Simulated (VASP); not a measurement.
A run of VASP 6.6.1 is set up as follows.

The input INCAR:

```
ALGO = Fast
EDIFF = 1E-6
ENCUT = 520
GGA = PS
ISIF = 2
ISMEAR = 0
LASPH = T
LCHARG = F
LREAL = F
LWAVE = F
NBANDS = 19
NELM = 60
PREC = Accurate
SIGMA = 0.15
```

Contents of KPOINTS:

```
k-points
0
Gamma
  18 18 10
```

Contents of POSCAR:

```
Ti
1.0
   -1.6410000000      1.6410000000      1.6410000000
    1.6410000000     -1.6410000000      1.6410000000
    3.2820000000      3.2820000000      0.0000000000
Ti
2
Direct
   -0.0350106191      0.0350106191      0.0000000000
    0.5350106191      0.4649893809      0.5000000000
```

Potentials or basis: VASP PAW PBE potentials, release 64 (Ti_sv).

Launch:

```sh
$ cat potpaw_PBE.64/Ti_sv/POTCAR > POTCAR
$ mpirun -np 1 vasp_std > vasp.out
```

(1) Estimate the pressure.

(2) Estimate the largest force.

Results:

(1) -6.7 GPa.

(2) 0.253 eV/Å.

Caveat: the cell differs from its parent crystal (mode 1 (-158.0 1/cm) frozen in, largest displacement +0.163 Å); the PAW data sets were made with another functional, which shifts forces and pressure a little.
